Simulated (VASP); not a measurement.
# Hf2MnS3 (P6/mmm) in VASP: relaxation of cell and atoms with PBE

Aim: the relaxation of cell and atoms of Hf2MnS3 with PBE.

Program: VASP 6.6.1. These are calculated values, not measurements. Logs are shortened: lines on timing, memory, paths and dates and some standing lists are left out, and cuts for length are marked.

### 1 The cell of the first run

It takes space group P6/mmm (No. 191, hexagonal). The conventional cell has a = 6.210 Å, b = 6.210 Å, c = 3.400 Å, α = 90.00°, β = 90.00°, γ = 120.00°. Hf (site symmetry -6m2) has 6 S at 2.47 Å and 5 Hf at 3.40 to 3.59 Å and 3 Mn at 3.59 Å within 3.6 Å. Within 4.5 Å of Mn (site symmetry 6/mmm) lie 2 Mn at 3.40 Å and 12 S at 3.54 Å and 6 Hf at 3.59 Å. Within 3.6 Å of S (site symmetry mmm) lie 4 Hf at 2.47 Å and 6 S at 3.11 to 3.40 Å and 4 Mn at 3.54 Å.

The cell was built from a structure type or drawn by symmetry, and may not be a known phase.

### 2 Relaxation of cell and atoms, PBE, collinear spin, ferromagnetic start

Contents of INCAR:

```
SYSTEM = Hf2MnS3
PREC = Accurate
ENCUT = 600
EDIFF = 1E-6
ISMEAR = 0
SIGMA = 0.2
LREAL = .FALSE.
LASPH = .TRUE.
NELM = 150
ALGO = Normal
ISIF = 3
LWAVE = .FALSE.
LCHARG = .FALSE.
ISPIN = 2
MAGMOM = 0 0 4 0 0 0
LORBIT = 11
LMAXMIX = 4
GGA = PE
IBRION = 2
NSW = 36
EDIFFG = -0.08
```

Contents of KPOINTS:

```
Automatic mesh
0
G
  3 3 5
  0 0 0
```

Contents of POSCAR:

```
Hf2MnS3
1.0
    6.2101063500      0.0000000000      0.0000000000
   -3.1050531700      5.3781098600      0.0000000000
    0.0000000000      0.0000000000      3.4002896000
Hf Mn S
2 1 3
Direct
    0.6666666700      0.3333333300      0.0000000000
    0.3333333300      0.6666666700      0.0000000000
    0.0000000000      0.0000000000      0.0000000000
    0.5000000000      0.5000000000      0.5000000000
    0.5000000000      0.0000000000      0.5000000000
    0.0000000000      0.5000000000      0.5000000000
```

Potentials or basis: VASP PAW PBE potentials, release 64 (Hf_pv, Mn_pv, S).

Command:

```bash
cat potpaw_PBE.64/Hf_pv/POTCAR potpaw_PBE.64/Mn_pv/POTCAR potpaw_PBE.64/S/POTCAR > POTCAR
mpirun -np 1 vasp_std > vasp.out
```

OUTCAR:

```text
SYSTEM = Hf2MnS3
   PREC = Accurate
   ENCUT = 600
   EDIFF = 1E-6
   ISMEAR = 0
   LREAL = .FALSE.
   LASPH = .TRUE.
   NELM = 150
   ISIF = 3
   ISPIN = 2
   LORBIT = 11
   GGA = PE
   IBRION = 2
   NSW = 36
   EDIFFG = -0.08

 ion  position               nearest neighbor table
   1  0.667  0.333  0.000-   5 2.47   5 2.47   6 2.47   6 2.47   4 2.47   4 2.47   2 3.59   2 3.59
                             2 3.59
   2  0.333  0.667  0.000-   5 2.47   5 2.47   6 2.47   6 2.47   4 2.47   4 2.47   1 3.59   1 3.59
                             1 3.59
   3  0.000  0.000  0.000-
   4  0.500  0.500  0.500-   1 2.47   2 2.47   1 2.47   2 2.47
   5  0.500  0.000  0.500-   1 2.47   2 2.47   1 2.47   2 2.47
   6  0.000  0.500  0.500-   1 2.47   2 2.47   1 2.47   2 2.47

  LATTYP: Found a hexagonal cell.
 ALAT       =     6.2101063500
 C/A-ratio  =     0.5475412833

  Lattice vectors:

 A1 = (   6.2101063500,   0.0000000000,   0.0000000000)
 A2 = (  -3.1050531700,   5.3781098600,   0.0000000000)
 A3 = (   0.0000000000,   0.0000000000,   3.4002896000)

Analysis of symmetry for initial positions (statically):
=====================================================================
 Subroutine PRICEL returns:
 Original cell was already a primitive cell.

 Routine SETGRP: Setting up the symmetry group for a
 hexagonal supercell.

 Subroutine GETGRP returns: Found 24 space group operations
 (whereof 24 operations were pure point group operations)
 out of a pool of 24 trial point group operations.

The static configuration has the point symmetry D_6h.

Analysis of symmetry for dynamics (positions and initial velocities):
=====================================================================
 Subroutine PRICEL returns:
 Original cell was already a primitive cell.

 Routine SETGRP: Setting up the symmetry group for a
 hexagonal supercell.

 Subroutine GETGRP returns: Found 24 space group operations
 (whereof 24 operations were pure point group operations)
 out of a pool of 24 trial point group operations.

The dynamic configuration has the point symmetry D_6h.

Analysis of structural, dynamic, and magnetic symmetry:
=====================================================================
 Subroutine PRICEL returns:
 Original cell was already a primitive cell.

 Routine SETGRP: Setting up the symmetry group for a
 hexagonal supercell.

 Subroutine GETGRP returns: Found 24 space group operations
 (whereof 24 operations were pure point group operations)
 out of a pool of 24 trial point group operations.

The overall configuration has the point symmetry D_6h.

 Subroutine INISYM returns: Found 24 space group operations
 (whereof 24 operations are pure point group operations),
 and found     1 'primitive' translations

----------------------------------------------------------------------------------------

                                     Primitive cell

  volume of cell :     113.5650

  direct lattice vectors                    reciprocal lattice vectors
     6.210106350  0.000000000  0.000000000     0.161027838  0.092969466  0.000000000
    -3.105053170  5.378109860  0.000000000     0.000000000  0.185938931  0.000000000
     0.000000000  0.000000000  3.400289600     0.000000000  0.000000000  0.294092597

  length of vectors
     6.210106350  6.210106348  3.400289600     0.185938931  0.185938931  0.294092597

  position of ions in fractional coordinates (direct lattice)
     0.666666670  0.333333330  0.000000000
     0.333333330  0.666666670  0.000000000
     0.000000000  0.000000000  0.000000000
     0.500000000  0.500000000  0.500000000
     0.500000000  0.000000000  0.500000000
     0.000000000  0.500000000  0.500000000

  ion indices of the primitive-cell ions
   primitive index   ion index
                 1           1
                 2           2
                 3           3
                 4           4
                 5           5
                 6           6

----------------------------------------------------------------------------------------

 KPOINTS: Automatic mesh

Automatic generation of k-mesh.
 Grid dimensions read from file:
 generate k-points for:    3    3    5

 Generating k-lattice:

  Cartesian coordinates                     Fractional coordinates (reciprocal lattice)
     0.053675946  0.030989822  0.000000000     0.333333333  0.000000000  0.000000000
     0.000000000  0.061979644  0.000000000     0.000000000  0.333333333  0.000000000
     0.000000000  0.000000000  0.058818519     0.000000000  0.000000000  0.200000000

  Length of vectors
     0.061979644  0.061979644  0.058818519

  Shift w.r.t. Gamma in fractional coordinates (k-lattice)
     0.000000000  0.000000000  0.000000000

 Subroutine IBZKPT returns following result:
 ===========================================

 Found      9 irreducible k-points:

 Following reciprocal coordinates:
            Coordinates               Weight
  0.000000  0.000000  0.000000      1.000000
  0.333333 -0.000000  0.000000      6.000000
  0.333333  0.333333  0.000000      2.000000
  0.000000  0.000000  0.200000      2.000000
  0.333333 -0.000000  0.200000     12.000000
  0.333333  0.333333  0.200000      4.000000
  0.000000  0.000000  0.400000      2.000000
  0.333333 -0.000000  0.400000     12.000000
  0.333333  0.333333  0.400000      4.000000
   k-points           NKPTS =      9   k-points in BZ     NKDIM =      9   number of bands    NBANDS=     32
   number of dos      NEDOS =    301   number of ions     NIONS =      6
   total plane-waves  NPLWV =  70000
   dimension x,y,z NGX =    50 NGY =   50 NGZ =   28
   dimension x,y,z NGXF=   100 NGYF=  100 NGZF=   56
   ions per type =               2   1   3
   NGX,Y,Z   is equivalent  to a cutoff of  13.39, 13.39, 13.69 a.u.
   NGXF,Y,Z  is equivalent  to a cutoff of  26.77, 26.77, 27.38 a.u.
 SYSTEM =  Hf2MnS3
   PREC   = accura    normal or accurate (medium, high low for compatibility)
   ISTART =      0    job   : 0-new  1-cont  2-samecut
   ICHARG =      2    charge: 1-file 2-atom 10-const
   ISPIN  =      2    spin polarized calculation?
   LNONCOLLINEAR =      F non collinear calculations
   LSORBIT =      F    spin-orbit coupling
   LASPH  =      T    aspherical Exc in radial PAW
   ENCUT  =  600.0 eV  44.10 Ry    6.64 a.u.  12.40 12.40  6.79*2*pi/ulx,y,z
   NELM   =    150;   NELMIN=  2; NELMDL= -5     # of ELM steps
   EDIFF  = 0.1E-05   stopping-criterion for ELM
   LREAL  =      F    real-space projection
   EDIFFG = -.8E-01   stopping-criterion for IOM
   NSW    =     36    number of steps for IOM
   IBRION =      2    ionic relax: 0-MD 1-quasi-New 2-CG
   NFREE  =      1    steps in history (QN), initial steepest desc. (CG)
   ISIF   =      3    stress and relaxation
   ISYM   =      2    0-nonsym 1-usesym 2-fastsym
   POTIM  = 0.5000    time-step for ionic-motion
   TEBEG  =    0.0;   TEEND  =   0.0 temperature during run
   PSTRESS=    0.0 pullay stress
   NELECT =      51.0000    total number of electrons
   NUPDOWN=      -1.0000    fix difference up-down
   EMIN   =  10.00;   EMAX   =-10.00  energy-range for DOS
   EFERMI =   0.00;   METHOD = LEGACY
   ISMEAR =     0;   SIGMA  =   0.20  broadening in eV -4-tet -1-fermi 0-gaus
   EFERMI_NEDOS =   21; number of points for ismear=-14 and -15
   IALGO  =     38    algorithm
   IMIX   =      4    mixing-type and parameters
     AMIX     =   0.40;   BMIX     =  1.00
     AMIX_MAG =   1.60;   BMIX_MAG =  1.00
  volume/ion in A,a.u.               =      18.93       127.73
  Fermi-wavevector in a.u.,A,eV,Ry     =   1.253670  2.369093 21.384131  1.571689
  Thomas-Fermi vector in A             =   2.387512
   LORBIT       =     11    0 simple, 1 ext, 2 COOP (PROOUT), +10 PAW based schemes
   GGA     = PE    functional components
   LHFCALC =     F    Hartree Fock is set to
   AEXX    =    0.0000 exact exchange contribution
   IVDW    =     0    specifies the selected vdW correction
   LEPSILON=     F    determine dielectric tensor
   LRPA    =     F    only Hartree local field effects (RPA)
 conjugate gradient relaxation of ions
 spin polarized calculation
 Gauss-broadening in eV      SIGMA  =   0.20
  energy-cutoff  :      600.00
  volume of cell :      113.57
 maximum number of plane-waves:      3822
 NGX is ok and might be reduce to    50
   NGX = 25   NGY = 25   NGZ = 13

--------------------------------------- Ionic step        1  -------------------------------------------

 number of electron      50.9999990 magnetization       0.0924656

 number of electron      50.9999980 magnetization      -4.3956990

 Free energy of the ion-electron system (eV)
  ---------------------------------------------------
  ext. energy  EPLUGINS =         0.00000000
  ---------------------------------------------------
  free energy    TOTEN  =       -44.56530423 eV

  energy without entropy =      -44.49049349  energy(sigma->0) =      -44.52789886

------------------------ aborting loop because EDIFF is reached ----------------------------------------

  FORCE on cell =-STRESS in cart. coord.  units (eV):
  Direction    XX          YY          ZZ          XY          YZ          ZX
  --------------------------------------------------------------------------------------
  -------------------------------------------------------------------------------------
  Total        6.3361372      6.3361372      7.8266581      0.0000000     -0.0000000      0.0000000
  in kB       89.3903297     89.3903298    110.4186246      0.0000001     -0.0000000      0.0000000
  external PRESSURE =      96.3997614 kB  Pullay stress =       0.0000000 kB
[... 269 lines left out ...]
  energy  without entropy=      -44.7721962959  energy(sigma->0) =      -44.81931321

--------------------------------------- Ionic step        8  -------------------------------------------

 number of electron      51.0000002 magnetization       4.5249357

 Free energy of the ion-electron system (eV)
  ---------------------------------------------------
  ext. energy  EPLUGINS =         0.00000000
  ---------------------------------------------------
  free energy    TOTEN  =       -44.86991166 eV

  energy without entropy =      -44.77738872  energy(sigma->0) =      -44.82365019

 E-fermi :   6.0778     XC(G=0): -10.2756

 val. band max:        6.0667346303   @ k =   0.3333   0.3333   0.4000
 cond. band min:       6.1060184361   @ k =   0.0000   0.0000   0.0000
 fundamental gap:      0.0392838058
 Fermi energy:         6.0778015544

 spin component 1

 k-point     1 :       0.0000    0.0000    0.0000
  band No.  band energies     occupation
      1     -44.7833      1.00000
      2     -44.7833      1.00000
      3     -44.5508      1.00000
      4     -26.2423      1.00000
      5     -26.2423      1.00000
      6     -26.1598      1.00000
[... 304 lines left out ...]
     31       7.8665      0.00000
     32       8.1394      0.00000
 Fermi energy:         6.0778015544

 spin component 2

 k-point     1 :       0.0000    0.0000    0.0000
  band No.  band energies     occupation
      1     -40.2435      1.00000
      2     -40.2435      1.00000
      3     -40.1196      1.00000
      4     -26.3139      1.00000
      5     -26.3139      1.00000
      6     -26.2313      1.00000
[... 337 lines left out ...]
  FREE ENERGIE OF THE ION-ELECTRON SYSTEM (eV)
  ---------------------------------------------------
  free  energy   TOTEN  =       -44.8699116586 eV

  energy  without entropy=      -44.7773887232  energy(sigma->0) =      -44.82365019

 reached required accuracy - stopping structural energy minimisation

 total charge

# of ion       s       p       d       tot
------------------------------------------
    1        0.266   6.405   1.627   8.298
    2        0.266   6.405   1.627   8.298
    3        0.320   6.035   4.894  11.249
    4        1.323   2.469   0.000   3.791
    5        1.323   2.469   0.000   3.791
    6        1.323   2.469   0.000   3.791
--------------------------------------------------
tot          4.820  26.252   8.147  39.220

 magnetization (x)

# of ion       s       p       d       tot
------------------------------------------
    1       -0.006  -0.006  -0.102  -0.114
    2       -0.006  -0.006  -0.102  -0.114
    3        0.110   0.012   4.185   4.306
    4        0.002   0.030   0.000   0.033
    5        0.002   0.030   0.000   0.033
    6        0.002   0.030   0.000   0.033
--------------------------------------------------
tot          0.104   0.091   3.981   4.176
```

Wall time 9.6 min (1 thread of Intel Xeon 6975P-C (Granite Rapids), shared host); peak memory 0.37 GiB.

What came out:

```
Free energy                                           : -44.8699 eV
Relaxed volume                                        : 20.82 Å³/atom
Relaxed cell                                          : a = 6.490 Å, b = 6.490 Å, c = 3.424 Å, α = 90.00°, β = 90.00°, γ = 120.00°
Space group after relaxing (to 0.1 Å)                 : P6/mmm (No. 191)
Energy gained by relaxing                             : 50.8 meV/atom
Ionic steps                                           : 8
Pressure after relaxing                               : 0.2 GPa
Net moment                                            : 4.52 μB per cell
Site moments                                          : Hf -0.11; Mn +4.31; S +0.03 μB
Valence electrons inside the program's atomic spheres : Hf 8.30; Mn 11.25; S 3.79
```

Stress tensor (GPa, compression positive):
```
0.19 0.00 0.00
0.00 0.19 0.00
0.00 0.00 0.27
```

The path:
| step | energy change (eV) | largest force (eV/Å) | pressure (GPa) | volume (Å³) |
| --- | --- | --- | --- | --- |
| 1 | 0.0000 | 0.0000 | 9.64 | 113.57 |
| 2 | 2.2968 | 0.0000 | -7.26 | 133.32 |
| 3 | -0.2745 | 0.0000 | -0.15 | 123.67 |
| 4 | -0.2749 | 0.0000 | 0.05 | 123.35 |
| 5 | -0.2749 | 0.0000 | 0.17 | 123.14 |
| 6 | -0.2914 | 0.0000 | 0.19 | 123.75 |
| 7 | -0.3011 | 0.0000 | 0.30 | 125.48 |
| 8 | -0.3046 | 0.0000 | 0.22 | 124.90 |

Final structure:
```
CELL_PARAMETERS angstrom
6.48978 0.00000 0.00000
-3.24489 5.62031 0.00000
0.00000 0.00000 3.42441
ATOMIC_POSITIONS crystal
Hf 0.66667 0.33333 0.00000
Hf 0.33333 0.66667 0.00000
Mn 0.00000 0.00000 0.00000
S 0.50000 0.50000 0.50000
S 0.50000 0.00000 0.50000
S 0.00000 0.50000 0.50000
```

Caveat: the k points lie up to 0.37 Å⁻¹ apart in the final cell; spin-orbit coupling is left out, which moves the levels of the heavy elements; a cell with one magnetic atom can't hold antiferromagnetic order, which such compounds often take; semilocal functionals often make such compounds metallic where correlation or magnetic order opens a gap, which also shifts bond lengths. With open d or f shells a metallic result of PBE can be an artefact of self-interaction; +U or a hybrid may open a gap.
